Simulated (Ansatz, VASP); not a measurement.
## One calculation of LiH, two programs

File INCAR:

```
SYSTEM = LiH
  PREC = Accurate
  ENCUT = 520
  EDIFF = 1E-6
  ISMEAR = 0
  SIGMA = 0.05
  LREAL = .False.
  LASPH = .True.
  NELM = 100
  ALGO = Normal
  ISIF = 2
  LWAVE = .False.
  LCHARG = .False.
  GGA = PE
  NBANDS = 9
```

The input KPOINTS:

```
regular mesh
0
Gamma
  10 10 10
  0 0 0
```

File POSCAR:

```
LiH
1.0
    0.0000000000      2.1138000000      2.1951000000
    2.1138000000      0.0000000000      2.1951000000
    2.1138000000      2.1138000000      0.0000000000
Li H
1 1
Direct
    0.0000000000      0.0000000000      0.0000000000
    0.5000000000      0.5000000000      0.5000000000
```

Input for Ansatz:

```yaml
crystal:
  lattice:
    - [0.0, 2.1138, 2.1951]
    - [2.1138, 0.0, 2.1951]
    - [2.1138, 2.1138, 0.0]
  atoms:
    - { symbol: Li, position: [0.0, 0.0, 0.0] }
    - { symbol: H, position: [0.5, 0.5, 0.5] }
basis:
  ecutwfc: 420
kpoints:
  mp_grid: { grid: [10, 10, 10] }
hamiltonian:
  xc: pbe
scf:
  occupations: { method: gaussian, width: 0.05 }
output:
  forces: true
  stress: true
  eigenvalues: true
```

Change from the starting cell: strain +0.040 along x and y, +0.080 along z, atoms carried along.

Alike in both runs: task single point; functional PBE; k mesh 10 × 10 × 10; occupations gaussian, width 0.05 eV; no spin polarisation.

```csv
,VASP,Ansatz
version,VASP 6.6.1,Ansatz 0.2.0
potentials or method,"VASP PAW PBE potentials, release 64 (Li_sv, H), cutoff 520 eV","scalar-relativistic, plane waves, PAW"
valence electrons in the cell,4,4
```

|  | VASP | Ansatz | Ansatz less VASP |
| --- | --- | --- | --- |
| gap on the k mesh at the Fermi level (eV) | 2.72 | 2.73 | +0.007 |
| least direct gap on the mesh (eV) | 2.99 | 3.00 | +0.008 |

Noted on VASP's run: the cutoff is short for stress, so the pressure is rough.
